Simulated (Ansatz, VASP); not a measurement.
## AlN: VASP beside Ansatz

The input INCAR:

```
SYSTEM = AlN
ALGO = Normal
EDIFF = 1E-6
ENCUT = 600
GGA = PS
GGA_COMPAT = .FALSE.
ISIF = 2
ISMEAR = 0
LASPH = .TRUE.
LCHARG = .FALSE.
LREAL = .FALSE.
LWAVE = .FALSE.
NBANDS = 11
NELM = 120
PREC = Accurate
SIGMA = 0.02
```

KPOINTS

```
k-points
0
G
  10 10 10
  0 0 0
```

Contents of POSCAR:

```
AlN
1.0
    0.0000000000      1.9813314392      1.9813314392
    1.9813314392      0.0000000000      1.9813314392
    1.9813314392      1.9813314392      0.0000000000
Al N
1 1
Direct
    0.5000000000      0.5000000000      0.5000000000
    0.0000000000      0.0000000000      0.0000000000
```

Input for Ansatz:

```yaml
crystal:
  lattice:
    - [0.0, 1.9813314392, 1.9813314392]
    - [1.9813314392, 0.0, 1.9813314392]
    - [1.9813314392, 1.9813314392, 0.0]
  atoms:
    - { symbol: Al, position: [0.5, 0.5, 0.5] }
    - { symbol: "N", position: [0.0, 0.0, 0.0] }
basis:
  ecutwfc: 420
kpoints:
  mp_grid: { grid: [10, 10, 10] }
hamiltonian:
  xc: pbesol
  pseudopotentials: { kind: paw }
scf:
  occupations: { method: gaussian, width: 0.02 }
output:
  forces: true
  stress: true
  eigenvalues: true
```

Alike in both runs: task single point; functional PBEsol; k mesh 10 × 10 × 10; occupations gaussian, width 0.02 eV; no spin polarisation.

|  | VASP | Ansatz |
| --- | --- | --- |
| version | VASP 6.6.1 | Ansatz 0.2.0 |
| potentials or method | VASP PAW PBE potentials, release 64 (Al, N), cutoff 600 eV | scalar-relativistic, plane waves, PAW |
| valence electrons in the cell | 8 | 8 |

|  | VASP | Ansatz | Ansatz less VASP |
| --- | --- | --- | --- |
| gap on the k mesh at the Fermi level (eV) | 5.03 | 5.02 | -0.001 |
| least direct gap on the mesh (eV) | 6.57 | 6.54 | -0.027 |
| pressure (GPa) | 18.2 | 18.4 | +0.21 |

VASP's potentials were made for PBE, not for PBEsol. The functional is the same, so the differences come from potentials, cutoffs and numerics.
